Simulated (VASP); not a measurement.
# AlN (P6_3/mmc) in VASP: a series of runs

AlN is run at these levels: PBE; tasks: single point.

All numbers are computed with VASP 6.6.1; they aren't measurements. Logs are shortened: lines on timing, memory, paths and dates and some standing lists are left out, and cuts for length are marked.

## (1) The cell of the first run

It takes space group P6_3/mmc (No. 194, hexagonal). The conventional cell has a = 3.496 Å, b = 3.496 Å, c = 3.758 Å, α = 90.00°, β = 90.00°, γ = 120.00°. Al (site symmetry -6m2) has 5 N at 1.88 to 2.02 Å within 2.5 Å. N (site symmetry -6m2) has 5 Al at 1.88 to 2.02 Å within 2.5 Å.

## (2) Single point, PBE

File INCAR:

```
SYSTEM = AlN
  PREC = Accurate
  ENCUT = 520
  EDIFF = 1E-6
  ISMEAR = 0
  SIGMA = 0.05
  LREAL = .False.
  LASPH = .True.
  NELM = 60
  ALGO = Normal
  ISIF = 2
  LWAVE = .False.
  LCHARG = .True.
  GGA = PE
  LELF = .True.
  LVHAR = .True.
  NBANDS = 16
```

File KPOINTS:

```
regular mesh
0
Gamma
  9 9 6
  0 0 0
```

File POSCAR:

```
AlN
1.0
    3.4964919247      0.0000000000      0.0000000000
   -1.7482459623      3.0280508309      0.0000000000
    0.0000000000      0.0000000000      3.7575719424
Al N
2 2
Direct
    0.3333333333      0.6666666667      0.7500000000
    0.6666666667      0.3333333333      0.2500000000
    0.3333333333      0.6666666667      0.2500000000
    0.6666666667      0.3333333333      0.7500000000
```

Potentials or basis: VASP PAW PBE potentials, release 64 (Al, N).

Command:

```
$ cat potpaw_PBE.64/Al/POTCAR potpaw_PBE.64/N/POTCAR > POTCAR
$ mpirun -np 1 vasp_std > vasp.out
```

OUTCAR:

```text
SYSTEM = AlN
   PREC = Accurate
   ENCUT = 520
   EDIFF = 1E-6
   ISMEAR = 0
   LREAL = .False.
   LASPH = .True.
   NELM = 60
   ISIF = 2
   GGA = PE

 ion  position               nearest neighbor table
   1  0.333  0.667  0.750-   3 1.88   3 1.88   4 2.02   4 2.02   4 2.02   2 2.76   2 2.76   2 2.76
                             2 2.76   2 2.76   2 2.76
   2  0.667  0.333  0.250-   4 1.88   4 1.88   3 2.02   3 2.02   3 2.02   1 2.76   1 2.76   1 2.76
                             1 2.76   1 2.76   1 2.76
   3  0.333  0.667  0.250-   1 1.88   1 1.88   2 2.02   2 2.02   2 2.02
   4  0.667  0.333  0.750-   2 1.88   2 1.88   1 2.02   1 2.02   1 2.02

  LATTYP: Found a hexagonal cell.
 ALAT       =     3.4964919247
 C/A-ratio  =     1.0746691322

  Lattice vectors:

 A1 = (   3.4964919247,   0.0000000000,   0.0000000000)
 A2 = (  -1.7482459623,   3.0280508309,   0.0000000000)
 A3 = (   0.0000000000,   0.0000000000,   3.7575719424)

Analysis of symmetry for initial positions (statically):
=====================================================================
 Subroutine PRICEL returns:
 Original cell was already a primitive cell.

 Routine SETGRP: Setting up the symmetry group for a
 hexagonal supercell.

 Subroutine GETGRP returns: Found 24 space group operations
 (whereof 12 operations were pure point group operations)
 out of a pool of 24 trial point group operations.

The static configuration has the point symmetry D_3d.
 The point group associated with its full space group is D_6h.

Analysis of symmetry for dynamics (positions and initial velocities):
=====================================================================
 Subroutine PRICEL returns:
 Original cell was already a primitive cell.

 Routine SETGRP: Setting up the symmetry group for a
 hexagonal supercell.

 Subroutine GETGRP returns: Found 24 space group operations
 (whereof 12 operations were pure point group operations)
 out of a pool of 24 trial point group operations.

The dynamic configuration has the point symmetry D_3d.
 The point group associated with its full space group is D_6h.

 Subroutine INISYM returns: Found 24 space group operations
 (whereof 12 operations are pure point group operations),
 and found     1 'primitive' translations

----------------------------------------------------------------------------------------

                                     Primitive cell

  volume of cell :      39.7835

  direct lattice vectors                    reciprocal lattice vectors
     3.496491925  0.000000000  0.000000000     0.286000947  0.165122723  0.000000000
    -1.748245962  3.028050831  0.000000000     0.000000000  0.330245447  0.000000000
     0.000000000  0.000000000  3.757571942     0.000000000  0.000000000  0.266129302

  length of vectors
     3.496491925  3.496491925  3.757571942     0.330245447  0.330245447  0.266129302

  position of ions in fractional coordinates (direct lattice)
     0.333333333  0.666666667  0.750000000
     0.666666667  0.333333333  0.250000000
     0.333333333  0.666666667  0.250000000
     0.666666667  0.333333333  0.750000000

  ion indices of the primitive-cell ions
   primitive index   ion index
                 1           1
                 2           2
                 3           3
                 4           4

----------------------------------------------------------------------------------------

 KPOINTS: regular mesh

Automatic generation of k-mesh.
 Grid dimensions read from file:
 generate k-points for:    9    9    6

 Generating k-lattice:

  Cartesian coordinates                     Fractional coordinates (reciprocal lattice)
     0.031777883  0.018346969  0.000000000     0.111111111 -0.000000000  0.000000000
     0.000000000  0.036693939  0.000000000     0.000000000  0.111111111  0.000000000
     0.000000000  0.000000000  0.044354884     0.000000000  0.000000000  0.166666667

  Length of vectors
     0.036693939  0.036693939  0.044354884

  Shift w.r.t. Gamma in fractional coordinates (k-lattice)
     0.000000000  0.000000000  0.000000000

 Subroutine IBZKPT returns following result:
 ===========================================

 Found     48 irreducible k-points:

 Following reciprocal coordinates:
            Coordinates               Weight
  0.000000  0.000000  0.000000      1.000000
  0.111111  0.000000  0.000000      6.000000
  0.222222  0.000000  0.000000      6.000000
  0.333333 -0.000000  0.000000      6.000000
  0.444444  0.000000  0.000000      6.000000
  0.111111  0.111111  0.000000      6.000000
[... 16 lines left out ...]
  0.333333  0.222222  0.166667     24.000000
  0.333333  0.333333  0.166667      4.000000
 [... further k-points ...]
   k-points           NKPTS =     48   k-points in BZ     NKDIM =     48   number of bands    NBANDS=     16
   number of dos      NEDOS =    301   number of ions     NIONS =      4
   total plane-waves  NPLWV =  21952
   dimension x,y,z NGX =    28 NGY =   28 NGZ =   28
   dimension x,y,z NGXF=    56 NGYF=   56 NGZF=   56
   ions per type =               2   2
   NGX,Y,Z   is equivalent  to a cutoff of  13.31, 13.31, 12.39 a.u.
   NGXF,Y,Z  is equivalent  to a cutoff of  26.63, 26.63, 24.78 a.u.
 SYSTEM =  AlN
   PREC   = accura    normal or accurate (medium, high low for compatibility)
   ISTART =      0    job   : 0-new  1-cont  2-samecut
   ICHARG =      2    charge: 1-file 2-atom 10-const
   ISPIN  =      1    spin polarized calculation?
   LNONCOLLINEAR =      F non collinear calculations
   LSORBIT =      F    spin-orbit coupling
   LASPH  =      T    aspherical Exc in radial PAW
   ENCUT  =  520.0 eV  38.22 Ry    6.18 a.u.   6.50  6.50  6.99*2*pi/ulx,y,z
   NELM   =     60;   NELMIN=  2; NELMDL= -5     # of ELM steps
   EDIFF  = 0.1E-05   stopping-criterion for ELM
   LREAL  =      F    real-space projection
[... 7 lines left out ...]
   TEBEG  =    0.0;   TEEND  =   0.0 temperature during run
   PSTRESS=    0.0 pullay stress
   NELECT =      16.0000    total number of electrons
   NUPDOWN=      -1.0000    fix difference up-down
   EMIN   =  10.00;   EMAX   =-10.00  energy-range for DOS
   EFERMI =   0.00;   METHOD = LEGACY
   ISMEAR =     0;   SIGMA  =   0.05  broadening in eV -4-tet -1-fermi 0-gaus
   EFERMI_NEDOS =   21; number of points for ismear=-14 and -15
   IALGO  =     38    algorithm
   IMIX   =      4    mixing-type and parameters
     AMIX     =   0.40;   BMIX     =  1.00
     AMIX_MAG =   1.60;   BMIX_MAG =  1.00
  volume/ion in A,a.u.               =       9.95        67.12
  Fermi-wavevector in a.u.,A,eV,Ry     =   1.208409  2.283561 19.867927  1.460251
  Thomas-Fermi vector in A             =   2.344017
   LORBIT       =      0    0 simple, 1 ext, 2 COOP (PROOUT), +10 PAW based schemes
   GGA     = PE    functional components
   LHFCALC =     F    Hartree Fock is set to
   AEXX    =    0.0000 exact exchange contribution
   IVDW    =     0    specifies the selected vdW correction
   LEPSILON=     F    determine dielectric tensor
   LRPA    =     F    only Hartree local field effects (RPA)
 non-spin polarized calculation
 Gauss-broadening in eV      SIGMA  =   0.05
  energy-cutoff  :      520.00
  volume of cell :       39.78
 maximum number of plane-waves:      1105
 NGX is ok and might be reduce to    28

 number of electron      15.9999999 magnetization

 Free energy of the ion-electron system (eV)
  ---------------------------------------------------
  ext. energy  EPLUGINS =         0.00000000
  ---------------------------------------------------
  free energy    TOTEN  =       -28.85014163 eV

  energy without entropy =      -28.85014163  energy(sigma->0) =      -28.85014163

 E-fermi :   7.4854     XC(G=0): -11.1027

 val. band max:        7.2190010725   @ k =   0.3333   0.3333   0.5000
 cond. band min:      10.8058763595   @ k =   0.0000   0.0000   0.0000
 fundamental gap:      3.5868752870
 Fermi energy:         7.4854374357

 k-point     1 :       0.0000    0.0000    0.0000
  band No.  band energies     occupation
      1      -9.0299      2.00000
      2      -4.7501      2.00000
      3       1.3965      2.00000
      4       4.0325      2.00000
      5       4.0325      2.00000
      6       6.5179      2.00000
[... 8 lines left out ...]
     15      19.4327      0.00000
     16      19.4327      0.00000

 k-point     2 :       0.1111    0.0000    0.0000
  band No.  band energies     occupation
      1      -8.9070      2.00000
      2      -4.8244      2.00000
      3       1.5177      2.00000
      4       3.7223      2.00000
      5       3.8380      2.00000
      6       6.0970      2.00000
[... 8 lines left out ...]
     15      19.1874      0.00000
     16      19.7112      0.00000

 k-point     3 :       0.2222    0.0000    0.0000
  band No.  band energies     occupation
      1      -8.5536      2.00000
      2      -5.0668      2.00000
      3       1.8692      2.00000
      4       3.0113      2.00000
      5       3.4392      2.00000
      6       5.4309      2.00000
[... 8 lines left out ...]
     15      18.6927      0.00000
     16      20.4402      0.00000

 k-point     4 :       0.3333   -0.0000    0.0000
  band No.  band energies     occupation
      1      -8.0250      2.00000
      2      -5.4927      2.00000
      3       2.3274      2.00000
      4       2.4036      2.00000
      5       3.0792      2.00000
      6       4.9670      2.00000
[... 8 lines left out ...]
     15      18.4368      0.00000
     16      21.3018      0.00000
[... 324 lines left out ...]
 k-point    22 :       0.2222    0.2222    0.1667
  band No.  band energies     occupation
      1      -7.5573      2.00000
      2      -5.7760      2.00000
      3       1.6000      2.00000
      4       1.8987      2.00000
      5       3.5668      2.00000
      6       4.5239      2.00000
[... 8 lines left out ...]
     15      19.7498      0.00000
     16      21.3994      0.00000

 k-point    23 :       0.3333    0.2222    0.1667
  band No.  band energies     occupation
      1      -7.0492      2.00000
      2      -6.1697      2.00000
      3       1.3583      2.00000
      4       2.0281      2.00000
      5       2.8889      2.00000
      6       4.9337      2.00000
[... 8 lines left out ...]
     15      20.1388      0.00000
     16      21.2684      0.00000

 k-point    24 :       0.3333    0.3333    0.1667
  band No.  band energies     occupation
      1      -6.5854      2.00000
      2      -6.5854      2.00000
      3       1.2538      2.00000
      4       2.3527      2.00000
      5       2.3527      2.00000
      6       5.5548      2.00000
[... 8 lines left out ...]
     15      19.8480      0.00000
     16      21.7879      0.00000

 [... further k-points ...]

------------------------ aborting loop because EDIFF is reached ----------------------------------------

  FORCE on cell =-STRESS in cart. coord.  units (eV):
  Direction    XX          YY          ZZ          XY          YZ          ZX
  --------------------------------------------------------------------------------------
  -------------------------------------------------------------------------------------
  Total       -1.7953060     -1.7953060      7.8919760     -0.0000000      0.0000000      0.0000000
  in kB      -72.3012952    -72.3012952    317.8288685     -0.0000000      0.0000000      0.0000000
  external PRESSURE =      57.7420927 kB  Pullay stress =       0.0000000 kB

 VOLUME and BASIS-vectors are now :
 -----------------------------------------------------------------------------
  energy-cutoff  :      520.00
  volume of cell :       39.78
      direct lattice vectors                 reciprocal lattice vectors
     3.496491925  0.000000000  0.000000000     0.286000947  0.165122723  0.000000000
    -1.748245962  3.028050831  0.000000000     0.000000000  0.330245447  0.000000000
     0.000000000  0.000000000  3.757571942     0.000000000  0.000000000  0.266129302

 POSITION                                       TOTAL-FORCE (eV/Angst)
 -----------------------------------------------------------------------------------
     -0.00000      2.01870      2.81818        -0.000000     -0.000000      0.000000
      1.74825      1.00935      0.93939         0.000000     -0.000000      0.000000
     -0.00000      2.01870      0.93939        -0.000000      0.000000      0.000000
      1.74825      1.00935      2.81818         0.000000     -0.000000      0.000000
 -----------------------------------------------------------------------------------
    total drift:                                0.000000     -0.000000      0.000000

  FREE ENERGIE OF THE ION-ELECTRON SYSTEM (eV)
  ---------------------------------------------------
  free  energy   TOTEN  =       -28.8501416290 eV

  energy  without entropy=      -28.8501416290  energy(sigma->0) =      -28.85014163
```

Wall time 19 s (1 thread of AMD EPYC 9R14 (Zen 4), shared host); peak memory 0.13 GiB.

What came out:

| Quantity | Value |
| --- | --- |
| Free energy | -28.8501 eV |
| Pressure | 5.8 GPa |
| Band gap on the k mesh | 3.59 eV, indirect (least direct gap 3.77 eV) |

 A k mesh can miss the band edges.

## (3) Single point, PBE

This run uses another cell than the first one, of the same volume but with other edges.

File INCAR:

```
PREC = Accurate
ENCUT = 520
EDIFF = 1E-7
ISMEAR = 0
SIGMA = 0.05
LREAL = False
LASPH = True
NELM = 80
ALGO = Normal
ISIF = 2
LWAVE = False
LCHARG = False
GGA = PE
NBANDS = 16
```

File KPOINTS:

```
Automatic mesh
0
Gamma
  9 9 6
```

File POSCAR:

```
AlN
1.0
    3.1168202449      0.0000000000      0.0000000000
   -1.5584101224      2.6992455111      0.0000000000
    0.0000000000      0.0000000000      4.7287771875
Al N
2 2
Direct
    0.3333333333      0.6666666667      0.7500000000
    0.6666666667      0.3333333333      0.2500000000
    0.3333333333      0.6666666667      0.2500000000
    0.6666666667      0.3333333333      0.7500000000
```

Potentials or basis: VASP PAW PBE potentials, release 64 (Al, N).

Command:

```
$ cat potpaw_PBE.64/Al/POTCAR potpaw_PBE.64/N/POTCAR > POTCAR
$ mpirun -np 1 vasp_std > vasp.out
```

It took 18 s on 1 thread of AMD EPYC 9R14 (Zen 4), shared host; peak memory 0.13 GiB.

The run converged. Its results:

- Free energy: -28.8340 eV
- Pressure: 15.9 GPa
- Band gap on the k mesh: 3.03 eV, direct

Stress tensor (GPa, compression positive):
```
26.87  0.00  0.00
 0.00 26.87  0.00
 0.00  0.00 -6.07
```

Levels at points of the mesh, in eV from the valence-band top:
```
           k point  band 5  band 6  band 7  band 8  band 9  band 10  band 11  band 12
(0.00, 0.00, 0.00)   -2.98   -2.13   -2.13    0.00    3.03     5.47     9.46     9.46
(0.00, 0.00, 0.50)   -2.57   -2.57   -2.57   -2.57    5.76     5.76     9.26     9.26
```

## (4) Single point, PBE

This run uses another cell than the first one, of the same volume but with other edges.

File INCAR:

```
SYSTEM = AlN
  PREC = Accurate
  ENCUT = 520
  EDIFF = 1E-6
  ISMEAR = 0
  SIGMA = 0.05
  LREAL = .False.
  LASPH = .True.
  NELM = 60
  ALGO = Normal
  ISIF = 2
  LWAVE = .False.
  LCHARG = .False.
  GGA = PE
  NBANDS = 16
```

File KPOINTS:

```
regular mesh
0
Gamma
  9 9 6
  0 0 0
```

File POSCAR:

```
AlN
1.0
    3.4054634934      0.0000000000      0.0000000000
   -1.7027317467      2.9492178970      0.0000000000
    0.0000000000      0.0000000000      3.9611373852
Al N
2 2
Direct
    0.3333333333      0.6666666667      0.7500000000
    0.6666666667      0.3333333333      0.2500000000
    0.3333333333      0.6666666667      0.2500000000
    0.6666666667      0.3333333333      0.7500000000
```

Command:

```
$ cat potpaw_PBE.64/Al/POTCAR potpaw_PBE.64/N/POTCAR > POTCAR
$ mpirun -np 1 vasp_std > vasp.out
```

It took 19 s on 1 thread of AMD EPYC 9R14 (Zen 4), shared host; peak memory 0.14 GiB.

Results (log left out):

* Free energy: -29.2072 eV
* Pressure: 0.3 GPa
* Band gap on the k mesh: 3.52 eV, direct

Stress tensor (GPa, compression positive):
```
-5.37  0.00  0.00
 0.00 -5.37  0.00
 0.00  0.00 11.51
```

Levels at points of the mesh, in eV from the valence-band top:
| k point | band 5 | band 6 | band 7 | band 8 | band 9 | band 10 | band 11 | band 12 |
| --- | --- | --- | --- | --- | --- | --- | --- | --- |
| (0.00, 0.00, 0.00) | -3.15 | -1.06 | -1.06 | 0.00 | 3.52 | 4.56 | 8.23 | 8.23 |
| (0.00, 0.00, 0.50) | -2.15 | -2.15 | -2.15 | -2.15 | 5.99 | 5.99 | 8.27 | 8.27 |

[end of part 1 of 2]
